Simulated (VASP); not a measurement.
# Sb (Im-3m) in VASP: notebook

Runs on Sb. Level: r2SCAN. Tasks: electric field gradients.

Program: VASP 6.6.1. These are calculated values, not measurements. Logs are shortened: lines on timing, memory, paths and dates and some standing lists are left out, and cuts for length are marked.

### 1 The cell of the first run

Symmetry: Im-3m, No. 229, cubic system. The conventional cell has a = 3.679 Å, b = 3.679 Å, c = 3.679 Å, α = 90.00°, β = 90.00°, γ = 90.00°. Within 4.2 Å of Sb (site symmetry m-3m) lie 14 Sb at 3.19 to 3.68 Å.

### 2 Electric field gradients, r2SCAN (volume scaled by 0.95)

POSCAR

```
Sb
1.0
   -1.8396171156      1.8396171156      1.8396171156
    1.8396171156     -1.8396171156      1.8396171156
    1.8396171156      1.8396171156     -1.8396171156
Sb
1
Direct
    0.0000000000      0.0000000000      0.0000000000
```

INCAR.step1

```
PREC = Accurate ; ENCUT = 520
ISMEAR = -1 ; SIGMA = 0.08
LREAL = F ; LASPH = T
NELM = 100 ; NBANDS = 8
GGA = PE ; ALGO = Normal
EDIFF = 1E-4 ; LWAVE = T
LCHARG = F
```

INCAR.step2

```
PREC = Accurate ; ENCUT = 520
EDIFF = 1E-8 ; ISMEAR = -1
SIGMA = 0.08 ; LREAL = F
LASPH = T ; NELM = 100
ALGO = Normal ; ISIF = 2
LWAVE = F ; LCHARG = F
METAGGA = R2SCAN ; LMIXTAU = T
LEFG = T ; NBANDS = 8
ISTART = 1
```

KPOINTS

```
regular mesh
0
Gamma
  12 12 12
```

Potentials or basis: VASP PAW PBE potentials, release 64 (Sb).

Launch:

```bash
$ cat potpaw_PBE.64/Sb/POTCAR > POTCAR
$ cp INCAR.step1 INCAR
$ mpirun -np 1 vasp_std > vasp.out
$ cp INCAR.step2 INCAR
$ mpirun -np 1 vasp_std > vasp.out
```

OUTCAR:

```text
PREC = Accurate
   ENCUT = 520
   EDIFF = 1E-8
   ISMEAR = -1
   LREAL = F
   LASPH = T
   NELM = 100
   ISIF = 2
   METAGGA = R2SCAN
   ISTART = 1

 ion  position               nearest neighbor table
   1  0.000  0.000  0.000-

  LATTYP: Found a body centered cubic cell.
 ALAT       =     3.6792342312

  Lattice vectors:

 A1 = (  -1.8396171156,   1.8396171156,   1.8396171156)
 A2 = (   1.8396171156,  -1.8396171156,   1.8396171156)
 A3 = (   1.8396171156,   1.8396171156,  -1.8396171156)

Analysis of symmetry for initial positions (statically):
=====================================================================
 Subroutine PRICEL returns:
 Original cell was already a primitive cell.

 Routine SETGRP: Setting up the symmetry group for a
 body centered cubic supercell.

 Subroutine GETGRP returns: Found 48 space group operations
 (whereof 48 operations were pure point group operations)
 out of a pool of 48 trial point group operations.

The static configuration has the point symmetry O_h .

Analysis of symmetry for dynamics (positions and initial velocities):
=====================================================================
 Subroutine PRICEL returns:
 Original cell was already a primitive cell.

 Routine SETGRP: Setting up the symmetry group for a
 body centered cubic supercell.

 Subroutine GETGRP returns: Found 48 space group operations
 (whereof 48 operations were pure point group operations)
 out of a pool of 48 trial point group operations.

The dynamic configuration has the point symmetry O_h .

 Subroutine INISYM returns: Found 48 space group operations
 (whereof 48 operations are pure point group operations),
 and found     1 'primitive' translations

----------------------------------------------------------------------------------------

                                     Primitive cell

  volume of cell :      24.9025

  direct lattice vectors                    reciprocal lattice vectors
    -1.839617116  1.839617116  1.839617116     0.000000000  0.271795688  0.271795688
     1.839617116 -1.839617116  1.839617116     0.271795688  0.000000000  0.271795688
     1.839617116  1.839617116 -1.839617116     0.271795688  0.271795688  0.000000000

  length of vectors
     3.186310311  3.186310311  3.186310311     0.384377148  0.384377148  0.384377148

  position of ions in fractional coordinates (direct lattice)
     0.000000000  0.000000000  0.000000000

  ion indices of the primitive-cell ions
   primitive index   ion index
                 1           1

----------------------------------------------------------------------------------------

 KPOINTS: regular mesh

Automatic generation of k-mesh.
 Grid dimensions read from file:
 generate k-points for:   12   12   12

 Generating k-lattice:

  Cartesian coordinates                     Fractional coordinates (reciprocal lattice)
     0.000000000  0.022649641  0.022649641     0.083333333  0.000000000  0.000000000
     0.022649641  0.000000000  0.022649641     0.000000000  0.083333333  0.000000000
     0.022649641  0.022649641  0.000000000     0.000000000  0.000000000  0.083333333

  Length of vectors
     0.032031429  0.032031429  0.032031429

  Shift w.r.t. Gamma in fractional coordinates (k-lattice)
     0.000000000  0.000000000  0.000000000

 Subroutine IBZKPT returns following result:
 ===========================================

 Found     72 irreducible k-points:

 Following reciprocal coordinates:
            Coordinates               Weight
  0.000000  0.000000  0.000000      1.000000
  0.083333  0.000000  0.000000     12.000000
  0.166667  0.000000  0.000000     12.000000
  0.250000  0.000000  0.000000     12.000000
  0.333333  0.000000  0.000000     12.000000
  0.416667  0.000000  0.000000     12.000000
[... 16 lines left out ...]
  0.333333  0.083333  0.083333     24.000000
  0.416667  0.083333  0.083333     12.000000
 [... further k-points ...]
   k-points           NKPTS =     72   k-points in BZ     NKDIM =     72   number of bands    NBANDS=      8
   number of dos      NEDOS =    301   number of ions     NIONS =      1
   total plane-waves  NPLWV =  13824
   dimension x,y,z NGX =    24 NGY =   24 NGZ =   24
   dimension x,y,z NGXF=    48 NGYF=   48 NGZF=   48
   ions per type =               1
   NGX,Y,Z   is equivalent  to a cutoff of  12.52, 12.52, 12.52 a.u.
   NGXF,Y,Z  is equivalent  to a cutoff of  25.04, 25.04, 25.04 a.u.
 SYSTEM =  unknown system
   PREC   = accura    normal or accurate (medium, high low for compatibility)
   ISTART =      1    job   : 0-new  1-cont  2-samecut
   ICHARG =      0    charge: 1-file 2-atom 10-const
   ISPIN  =      1    spin polarized calculation?
   LNONCOLLINEAR =      F non collinear calculations
   LSORBIT =      F    spin-orbit coupling
   LASPH  =      T    aspherical Exc in radial PAW
   ENCUT  =  520.0 eV  38.22 Ry    6.18 a.u.   5.92  5.92  5.92*2*pi/ulx,y,z
   NELM   =    100;   NELMIN=  2; NELMDL=  0     # of ELM steps
   EDIFF  = 0.1E-07   stopping-criterion for ELM
   LREAL  =      F    real-space projection
   EDIFFG = 0.1E-06   stopping-criterion for IOM
   NSW    =      0    number of steps for IOM
   IBRION =     -1    ionic relax: 0-MD 1-quasi-New 2-CG
   NFREE  =      0    steps in history (QN), initial steepest desc. (CG)
   ISIF   =      2    stress and relaxation
   ISYM   =      2    0-nonsym 1-usesym 2-fastsym
   POTIM  = 0.5000    time-step for ionic-motion
   TEBEG  =    0.0;   TEEND  =   0.0 temperature during run
   PSTRESS=    0.0 pullay stress
   NELECT =       5.0000    total number of electrons
   NUPDOWN=      -1.0000    fix difference up-down
   EMIN   =  10.00;   EMAX   =-10.00  energy-range for DOS
   EFERMI =   0.00;   METHOD = LEGACY
   ISMEAR =    -1;   SIGMA  =   0.08  broadening in eV -4-tet -1-fermi 0-gaus
   EFERMI_NEDOS =   21; number of points for ismear=-14 and -15
   IALGO  =     38    algorithm
   IMIX   =      4    mixing-type and parameters
     AMIX     =   0.40;   BMIX     =  1.00
     AMIX_MAG =   1.60;   BMIX_MAG =  1.00
  volume/ion in A,a.u.               =      24.90       168.05
  Fermi-wavevector in a.u.,A,eV,Ry     =   0.958629  1.811547 12.503349  0.918970
  Thomas-Fermi vector in A             =   2.087754
   LORBIT       =      0    0 simple, 1 ext, 2 COOP (PROOUT), +10 PAW based schemes
   METAGGA = R2SCAN    functional components
   LHFCALC =     F    Hartree Fock is set to
   AEXX    =    0.0000 exact exchange contribution
   IVDW    =     0    specifies the selected vdW correction
   LEPSILON=     F    determine dielectric tensor
   LRPA    =     F    only Hartree local field effects (RPA)
 non-spin polarized calculation
  energy-cutoff  :      520.00
  volume of cell :       24.90
 maximum number of plane-waves:       688
   NGX = 11   NGY = 11   NGZ = 11

 number of electron       5.0000000 magnetization

 Free energy of the ion-electron system (eV)
  ---------------------------------------------------
  ext. energy  EPLUGINS =         0.00000000
  ---------------------------------------------------
  free energy    TOTEN  =       -25.32804293 eV

  energy without entropy =      -25.31687372  energy(sigma->0) =      -25.32245833

 E-fermi :   9.4776     XC(G=0): -11.1549

 val. band max:        9.4246597288   @ k =  -0.4167   0.5000   0.0833
 cond. band min:       9.5420894521   @ k =   0.2500   0.1667   0.0000
 fundamental gap:      0.1174297232
 Fermi energy:         9.4776149703

 k-point     1 :       0.0000    0.0000    0.0000
  band No.  band energies     occupation
      1      -4.6768      2.00000
      2      15.9090      0.00000
      3      15.9090      0.00000
      4      15.9090      0.00000
      5      20.7247      0.00000
      6      20.7247      0.00000
      7      20.7247      0.00000
      8      22.1571      0.00000

 k-point     2 :       0.0833    0.0000    0.0000
  band No.  band energies     occupation
      1      -4.5112      2.00000
      2      14.6374      0.00000
      3      15.3091      0.00000
      4      15.7564      0.00000
      5      19.8600      0.00000
      6      19.9597      0.00000
      7      21.4824      0.00000
      8      21.6018      0.00000

 k-point     3 :       0.1667    0.0000    0.0000
  band No.  band energies     occupation
      1      -4.0159      2.00000
      2      12.0268      0.00000
      3      14.1380      0.00000
      4      15.3321      0.00000
      5      18.7798      0.00000
      6      18.7897      0.00000
      7      21.3898      0.00000
      8      22.2859      0.00000
[... 210 lines left out ...]
 k-point    23 :       0.3333    0.0833    0.0833
  band No.  band energies     occupation
      1      -0.4616      2.00000
      2       4.5400      2.00000
      3       9.8216      0.02679
      4      11.6305      0.00000
      5      19.1750      0.00000
      6      19.4998      0.00000
      7      24.1837      0.00000
      8      24.9620      0.00000

 k-point    24 :       0.4167    0.0833    0.0833
  band No.  band energies     occupation
      1       0.3867      2.00000
      2       3.3992      2.00000
      3       9.6058      0.33532
      4      11.4902      0.00000
      5      19.0628      0.00000
      6      19.4158      0.00000
      7      25.2081      0.00000
      8      25.9659      0.00000

 [... further k-points ...]
[... 5 lines left out ...]
  --------------------------------------------------------------------------------------
  -------------------------------------------------------------------------------------
  Total        0.9428652      0.9428652      0.9428652      0.0000000      0.0000000      0.0000000
  in kB       60.6621576     60.6621576     60.6621576      0.0000000      0.0000000      0.0000000
  external PRESSURE =      60.6621576 kB  Pullay stress =       0.0000000 kB

 VOLUME and BASIS-vectors are now :
 -----------------------------------------------------------------------------
  energy-cutoff  :      520.00
  volume of cell :       24.90
      direct lattice vectors                 reciprocal lattice vectors
    -1.839617116  1.839617116  1.839617116     0.000000000  0.271795688  0.271795688
     1.839617116 -1.839617116  1.839617116     0.271795688  0.000000000  0.271795688
     1.839617116  1.839617116 -1.839617116     0.271795688  0.271795688  0.000000000

 POSITION                                       TOTAL-FORCE (eV/Angst)
 -----------------------------------------------------------------------------------
      0.00000      0.00000      0.00000        -0.000000     -0.000000     -0.000000
 -----------------------------------------------------------------------------------
    total drift:                                0.000000      0.000000      0.000000

  FREE ENERGIE OF THE ION-ELECTRON SYSTEM (eV)
  ---------------------------------------------------
  free  energy   TOTEN  =       -25.3280429329 eV

  energy  without entropy=      -25.3168737188  energy(sigma->0) =      -25.32245833

 Electric field gradients (V/A^2)
---------------------------------------------------------------------
 ion       V_xx      V_yy      V_zz      V_xy      V_xz      V_yz
---------------------------------------------------------------------
   1      -0.000    -0.000     0.000    -0.000    -0.000    -0.000
---------------------------------------------------------------------

 Electric field gradients after diagonalization (V/A^2)
 (convention: |V_zz| > |V_xx| > |V_yy|)
----------------------------------------------------------------------
 ion       V_xx      V_yy      V_zz     asymmetry (V_yy - V_xx)/ V_zz
----------------------------------------------------------------------
   1       0.000     0.000    -0.000       0.000
----------------------------------------------------------------------

           NMR quadrupolar parameters

 Cq : quadrupolar parameter    Cq=e*Q*V_zz/h
 eta: asymmetry parameters     (V_yy - V_xx)/ V_zz
 Q  : nuclear electric quadrupole moment in mb (millibarn)
----------------------------------------------------------------------
 ion       Cq(MHz)       eta       Q (mb)
----------------------------------------------------------------------
   1      -0.000       0.000       1.000
----------------------------------------------------------------------
```

It took 1.8 min on 1 thread of AMD EPYC 7R43 (Zen 3), shared host; peak memory 0.11 GiB.

Results:

```
Free energy : -25.3280 eV
Pressure    : 6.1 GPa
```

Caveat: without QUAD_EFG the Cq values of the log hold for a quadrupole moment of 1 mb, not for the nuclei; the PAW data sets were made with another functional, which shifts forces and pressure a little; spin-orbit coupling is left out, which moves the levels of the heavy elements.

(Part 1 of 2 ends here.)
